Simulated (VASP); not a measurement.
# CSe2 (Cmce) in VASP: settings compared

The runs below take CSe2 through single point, with r2SCAN+D3(BJ), PBE.

Everything below comes from runs of VASP 6.6.1. Logs are shortened: lines on timing, memory, paths and dates and some standing lists are left out, and cuts for length are marked.

### Step 1. The cell of the first run

The structure is orthorhombic, space group Cmce (No. 64). Conventional cell: a = 7.140 Å, b = 5.990 Å, c = 9.463 Å, α = 90.00°, β = 90.00°, γ = 90.00°. Se (site symmetry m) has 1 C at 1.71 Å within 2.3 Å. Within 2.3 Å of C (site symmetry 2/m) lie 2 Se at 1.71 Å.

### Step 2. Single point, r2SCAN+D3(BJ)

File POSCAR:

```
CSe2
1.0
    3.5697670000     -2.9947800000      0.0000000000
    3.5697670000      2.9947800000      0.0000000000
    0.0000000000      0.0000000000      9.4626520000
Se C
4 2
Direct
    0.2124220000      0.7875780000      0.8793850000
    0.7875780000      0.2124220000      0.1206150000
    0.2875780000      0.7124220000      0.3793850000
    0.7124220000      0.2875780000      0.6206150000
    0.0000000000      0.0000000000      0.0000000000
    0.5000000000      0.5000000000      0.5000000000
```

File INCAR.step1:

```
SYSTEM = CSe2
  ALGO = Normal
  EDIFF = 1E-4
  ENCUT = 520
  GGA = PE
  ISMEAR = -1
  LASPH = .True.
  LCHARG = .False.
  LREAL = .False.
  LWAVE = .True.
  NBANDS = 25
  NELM = 80
  PREC = Accurate
  SIGMA = 0.05
```

File INCAR.step2:

```
SYSTEM = CSe2
  ALGO = Normal
  EDIFF = 1E-7
  ENCUT = 520
  ISIF = 2
  ISMEAR = -1
  ISTART = 1
  IVDW = 12
  LASPH = .True.
  LCHARG = .False.
  LMIXTAU = .True.
  LREAL = .False.
  LWAVE = .False.
  METAGGA = R2SCAN
  NBANDS = 25
  NELM = 80
  PREC = Accurate
  SIGMA = 0.05
  VDW_A1 = 0.49484001
  VDW_A2 = 5.73083694
  VDW_S6 = 1.0
  VDW_S8 = 0.78981345
```

File KPOINTS:

```
k-points
0
Gamma
  6 6 3
  0 0 0
```

Potentials or basis: VASP PAW PBE potentials, release 64 (Se, C).

The run is started by

```sh
> cat potpaw_PBE.64/Se/POTCAR potpaw_PBE.64/C/POTCAR > POTCAR
> cp INCAR.step1 INCAR
> mpirun -np 1 vasp_std > vasp.out
> cp INCAR.step2 INCAR
> mpirun -np 1 vasp_std > vasp.out
```

OUTCAR:

```text
SYSTEM = CSe2
   EDIFF = 1E-7
   ENCUT = 520
   ISIF = 2
   ISMEAR = -1
   ISTART = 1
   IVDW = 12
   LASPH = .True.
   LREAL = .False.
   METAGGA = R2SCAN
   NELM = 80
   PREC = Accurate
 IVDW          = 12

 ion  position               nearest neighbor table
   1  0.212  0.788  0.879-   5 1.71
   2  0.788  0.212  0.121-   5 1.71
   3  0.288  0.712  0.379-   6 1.71
   4  0.712  0.288  0.621-   6 1.71
   5  0.000  0.000  0.000-   1 1.71   2 1.71
   6  0.500  0.500  0.500-   3 1.71   4 1.71

  LATTYP: Found a base centered orthorhombic cell.
 ALAT       =     5.9895600000
 B/A-ratio  =     1.1919964071
 C/A-ratio  =     1.5798576189

  Lattice vectors:

 A1 = (  -3.5697670000,  -2.9947800000,   0.0000000000)
 A2 = (   3.5697670000,  -2.9947800000,   0.0000000000)
 A3 = (   0.0000000000,   0.0000000000,   9.4626520000)

Analysis of symmetry for initial positions (statically):
=====================================================================
 Subroutine PRICEL returns:
 Original cell was already a primitive cell.

 Routine SETGRP: Setting up the symmetry group for a
 base centered orthorhombic supercell.

 Subroutine GETGRP returns: Found  8 space group operations
 (whereof  4 operations were pure point group operations)
 out of a pool of  8 trial point group operations.

The static configuration has the point symmetry C_2h.
 The point group associated with its full space group is D_2h.

Analysis of symmetry for dynamics (positions and initial velocities):
=====================================================================
 Subroutine PRICEL returns:
 Original cell was already a primitive cell.

 Routine SETGRP: Setting up the symmetry group for a
 base centered orthorhombic supercell.

 Subroutine GETGRP returns: Found  8 space group operations
 (whereof  4 operations were pure point group operations)
 out of a pool of  8 trial point group operations.

The dynamic configuration has the point symmetry C_2h.
 The point group associated with its full space group is D_2h.

 Subroutine INISYM returns: Found  8 space group operations
 (whereof  4 operations are pure point group operations),
 and found     1 'primitive' translations

----------------------------------------------------------------------------------------

                                     Primitive cell

  volume of cell :     202.3241

  direct lattice vectors                    reciprocal lattice vectors
     3.569767000 -2.994780000  0.000000000     0.140065164 -0.166957172  0.000000000
     3.569767000  2.994780000  0.000000000     0.140065164  0.166957172  0.000000000
     0.000000000  0.000000000  9.462652000     0.000000000  0.000000000  0.105678619

  length of vectors
     4.659607675  4.659607675  9.462652000     0.217928767  0.217928767  0.105678619

  position of ions in fractional coordinates (direct lattice)
     0.212422000  0.787578000  0.879385000
     0.787578000  0.212422000  0.120615000
     0.287578000  0.712422000  0.379385000
     0.712422000  0.287578000  0.620615000
     0.000000000  0.000000000  0.000000000
     0.500000000  0.500000000  0.500000000

  ion indices of the primitive-cell ions
   primitive index   ion index
                 1           1
                 2           2
                 3           3
                 4           4
                 5           5
                 6           6

----------------------------------------------------------------------------------------

 KPOINTS: k-points

Automatic generation of k-mesh.
 Grid dimensions read from file:
 generate k-points for:    6    6    3

 Generating k-lattice:

  Cartesian coordinates                     Fractional coordinates (reciprocal lattice)
     0.023344194 -0.027826195  0.000000000     0.166666667  0.000000000  0.000000000
     0.023344194  0.027826195  0.000000000     0.000000000  0.166666667  0.000000000
     0.000000000  0.000000000  0.035226206     0.000000000  0.000000000  0.333333333

  Length of vectors
     0.036321461  0.036321461  0.035226206

  Shift w.r.t. Gamma in fractional coordinates (k-lattice)
     0.000000000  0.000000000  0.000000000

 Subroutine IBZKPT returns following result:
 ===========================================

 Found     26 irreducible k-points:

 Following reciprocal coordinates:
            Coordinates               Weight
  0.000000  0.000000  0.000000      1.000000
  0.166667  0.000000  0.000000      4.000000
  0.333333  0.000000  0.000000      4.000000
  0.500000  0.000000  0.000000      2.000000
  0.166667  0.166667  0.000000      2.000000
  0.333333  0.166667  0.000000      4.000000
[... 16 lines left out ...]
  0.333333  0.333333  0.333333      4.000000
  0.500000  0.333333  0.333333      8.000000
 [... further k-points ...]
   k-points           NKPTS =     26   k-points in BZ     NKDIM =     26   number of bands    NBANDS=     25
   number of dos      NEDOS =    301   number of ions     NIONS =      6
   total plane-waves  NPLWV =  90720
   dimension x,y,z NGX =    36 NGY =   36 NGZ =   70
   dimension x,y,z NGXF=    72 NGYF=   72 NGZF=  140
   ions per type =               4   2
   NGX,Y,Z   is equivalent  to a cutoff of  12.84, 12.84, 12.30 a.u.
   NGXF,Y,Z  is equivalent  to a cutoff of  25.69, 25.69, 24.60 a.u.
 SYSTEM =  CSe2
   PREC   = accura    normal or accurate (medium, high low for compatibility)
   ISTART =      1    job   : 0-new  1-cont  2-samecut
   ICHARG =      0    charge: 1-file 2-atom 10-const
   ISPIN  =      1    spin polarized calculation?
   LNONCOLLINEAR =      F non collinear calculations
   LSORBIT =      F    spin-orbit coupling
   LASPH  =      T    aspherical Exc in radial PAW
   ENCUT  =  520.0 eV  38.22 Ry    6.18 a.u.   8.66  8.66 17.59*2*pi/ulx,y,z
   NELM   =     80;   NELMIN=  2; NELMDL=  0     # of ELM steps
   EDIFF  = 0.1E-06   stopping-criterion for ELM
   LREAL  =      F    real-space projection
   EDIFFG = 0.1E-05   stopping-criterion for IOM
   NSW    =      0    number of steps for IOM
   IBRION =     -1    ionic relax: 0-MD 1-quasi-New 2-CG
   NFREE  =      0    steps in history (QN), initial steepest desc. (CG)
   ISIF   =      2    stress and relaxation
   ISYM   =      2    0-nonsym 1-usesym 2-fastsym
   POTIM  = 0.5000    time-step for ionic-motion
   TEBEG  =    0.0;   TEEND  =   0.0 temperature during run
   PSTRESS=    0.0 pullay stress
   NELECT =      32.0000    total number of electrons
   NUPDOWN=      -1.0000    fix difference up-down
   EMIN   =  10.00;   EMAX   =-10.00  energy-range for DOS
   EFERMI =   0.00;   METHOD = LEGACY
   ISMEAR =    -1;   SIGMA  =   0.05  broadening in eV -4-tet -1-fermi 0-gaus
   EFERMI_NEDOS =   21; number of points for ismear=-14 and -15
   IALGO  =     38    algorithm
   IMIX   =      4    mixing-type and parameters
     AMIX     =   0.40;   BMIX     =  1.00
     AMIX_MAG =   1.60;   BMIX_MAG =  1.00
  volume/ion in A,a.u.               =      33.72       227.56
  Fermi-wavevector in a.u.,A,eV,Ry     =   0.885338  1.673046 10.664556  0.783823
  Thomas-Fermi vector in A             =   2.006358
   LORBIT       =      0    0 simple, 1 ext, 2 COOP (PROOUT), +10 PAW based schemes
   METAGGA = R2SCAN    functional components
   LHFCALC =     F    Hartree Fock is set to
   AEXX    =    0.0000 exact exchange contribution
   IVDW    =    12    specifies the selected vdW correction
   LEPSILON=     F    determine dielectric tensor
   LRPA    =     F    only Hartree local field effects (RPA)
 non-spin polarized calculation
  energy-cutoff  :      520.00
  volume of cell :      202.32
 maximum number of plane-waves:      5467
 NGX is ok and might be reduce to    36
   NGX = 17   NGY = 17   NGZ = 35

 number of electron      32.0000001 magnetization

 Free energy of the ion-electron system (eV)
  ---------------------------------------------------
  ext. energy  EPLUGINS =         0.00000000
  ---------------------------------------------------
  free energy    TOTEN  =       -73.13320182 eV

  energy without entropy =      -73.13320182  energy(sigma->0) =      -73.13320182

 E-fermi :  -0.1757     XC(G=0):  -7.3772

 val. band max:       -1.2604695493   @ k =   0.5000   0.5000   0.0000
 cond. band min:       1.3322177583   @ k =   0.0000   0.0000   0.0000
 fundamental gap:      2.5926873076
 Fermi energy:        -0.1756800426

 k-point     1 :       0.0000    0.0000    0.0000
  band No.  band energies     occupation
      1     -16.7903      2.00000
      2     -16.6806      2.00000
      3     -14.6839      2.00000
      4     -14.5104      2.00000
      5      -8.7740      2.00000
      6      -8.4808      2.00000
[... 17 lines left out ...]
     24       6.2009      0.00000
     25       6.9060      0.00000

 k-point     2 :       0.1667    0.0000    0.0000
  band No.  band energies     occupation
      1     -16.7650      2.00000
      2     -16.6690      2.00000
      3     -14.6837      2.00000
      4     -14.5352      2.00000
      5      -8.7590      2.00000
      6      -8.4912      2.00000
[... 17 lines left out ...]
     24       5.9280      0.00000
     25       7.0375      0.00000

 k-point     3 :       0.3333    0.0000    0.0000
  band No.  band energies     occupation
      1     -16.7074      2.00000
      2     -16.6508      2.00000
      3     -14.6770      2.00000
      4     -14.5936      2.00000
      5      -8.7051      2.00000
      6      -8.5330      2.00000
[... 17 lines left out ...]
     24       5.7552      0.00000
     25       6.7292      0.00000

 k-point     4 :       0.5000    0.0000    0.0000
  band No.  band energies     occupation
      1     -16.6595      2.00000
      2     -16.6595      2.00000
      3     -14.6490      2.00000
      4     -14.6490      2.00000
      5      -8.6155      2.00000
      6      -8.6155      2.00000
[... 17 lines left out ...]
     24       5.9921      0.00000
     25       6.9215      0.00000

 k-point     5 :       0.1667    0.1667    0.0000
  band No.  band energies     occupation
      1     -16.7570      2.00000
      2     -16.6576      2.00000
      3     -14.6772      2.00000
      4     -14.5294      2.00000
      5      -8.7615      2.00000
      6      -8.5363      2.00000
[... 17 lines left out ...]
     24       6.3258      0.00000
     25       6.5831      0.00000

 k-point     6 :       0.3333    0.1667    0.0000
  band No.  band energies     occupation
      1     -16.7127      2.00000
      2     -16.6354      2.00000
      3     -14.6717      2.00000
      4     -14.5669      2.00000
      5      -8.7274      2.00000
      6      -8.5820      2.00000
[... 17 lines left out ...]
     24       6.4605      0.00000
     25       6.5683      0.00000
[... 393 lines left out ...]
 k-point    21 :      -0.3333    0.1667    0.3333
  band No.  band energies     occupation
      1     -16.6654      2.00000
      2     -16.6550      2.00000
      3     -14.6581      2.00000
      4     -14.6377      2.00000
      5      -8.6416      2.00000
      6      -8.5726      2.00000
[... 17 lines left out ...]
     24       6.5072      0.00000
     25       6.9040      0.00000

 k-point    22 :      -0.1667    0.1667    0.3333
  band No.  band energies     occupation
      1     -16.7115      2.00000
      2     -16.6775      2.00000
      3     -14.6575      2.00000
      4     -14.6037      2.00000
      5      -8.6709      2.00000
      6      -8.5473      2.00000
[... 17 lines left out ...]
     24       6.3737      0.00000
     25       7.1539      0.00000

 k-point    23 :       0.3333    0.3333    0.3333
  band No.  band energies     occupation
      1     -16.6703      2.00000
      2     -16.6313      2.00000
      3     -14.6390      2.00000
      4     -14.5905      2.00000
      5      -8.7115      2.00000
      6      -8.6692      2.00000
[... 17 lines left out ...]
     24       6.2859      0.00000
     25       7.1283      0.00000

 k-point    24 :       0.5000    0.3333    0.3333
  band No.  band energies     occupation
      1     -16.6456      2.00000
      2     -16.6167      2.00000
      3     -14.6437      2.00000
      4     -14.6127      2.00000
      5      -8.6849      2.00000
      6      -8.6746      2.00000
[... 17 lines left out ...]
     24       6.4559      0.00000
     25       7.2909      0.00000

 [... further k-points ...]

------------------------ aborting loop because EDIFF is reached ----------------------------------------

 Edisp (eV)   -0.48764

 E8    (eV) :    -0.1458

  FORCE on cell =-STRESS in cart. coord.  units (eV):
  Direction    XX          YY          ZZ          XY          YZ          ZX
  --------------------------------------------------------------------------------------
  -------------------------------------------------------------------------------------
  Total      -0.83344    -2.71238    -2.43472     0.00000     0.00000     0.00000
  in kB      -6.59989   -21.47895   -19.28021     0.00000     0.00000     0.00000
  external pressure =      -15.79 kB  Pullay stress =        0.00 kB

 VOLUME and BASIS-vectors are now :
 -----------------------------------------------------------------------------
  energy-cutoff  :      520.00
  volume of cell :      202.32
      direct lattice vectors                 reciprocal lattice vectors
     3.569767000 -2.994780000  0.000000000     0.140065164 -0.166957172  0.000000000
     3.569767000  2.994780000  0.000000000     0.140065164  0.166957172  0.000000000
     0.000000000  0.000000000  9.462652000     0.000000000  0.000000000  0.105678619

 POSITION                                       TOTAL-FORCE (eV/Angst)
 -----------------------------------------------------------------------------------
      3.56977      1.72247      8.32131        -0.000000      0.395621      0.343783
      3.56977     -1.72247      1.14134        -0.000000     -0.395621     -0.343783
      3.56977      1.27231      3.58999        -0.000000     -0.395621      0.343783
      3.56977     -1.27231      5.87266        -0.000000      0.395621     -0.343783
      0.00000      0.00000      0.00000        -0.000000     -0.000000      0.000000
      3.56977      0.00000      4.73133         0.000000     -0.000000      0.000000
 -----------------------------------------------------------------------------------
    total drift:                                0.000000     -0.000000     -0.000000

  FREE ENERGIE OF THE ION-ELECTRON SYSTEM (eV)
  ---------------------------------------------------
  free  energy   TOTEN  =       -73.6208436288 eV

  energy  without entropy=      -73.6208436288  energy(sigma->0) =      -73.62084363
```

It took 16 min on 1 thread of Intel Xeon 8259CL, shared host; peak memory 0.38 GiB.

What came out:

* Free energy: -73.6208 eV
* Pressure: -1.6 GPa
* Largest force: 0.524 eV/Å
* Band gap on the k mesh: 2.59 eV (least direct gap 2.72 eV)
* Dispersion energy per atom: -0.081 eV

Forces on the atoms (eV/Å):
```
Se   0.000  0.396  0.344
Se   0.000 -0.396 -0.344
Se   0.000 -0.396  0.344
Se   0.000  0.396 -0.344
C    0.000  0.000  0.000
C    0.000  0.000  0.000
```

Stress tensor (GPa, compression positive):
```
-0.66  0.00  0.00
 0.00 -2.15  0.00
 0.00  0.00 -1.93
```

Caveat: three body term missing; the PAW data sets were made with another functional, which shifts forces and pressure a little; an odd mesh through Γ misses points on the zone boundary, where band edges can lie.

[end of part 1 of 2]
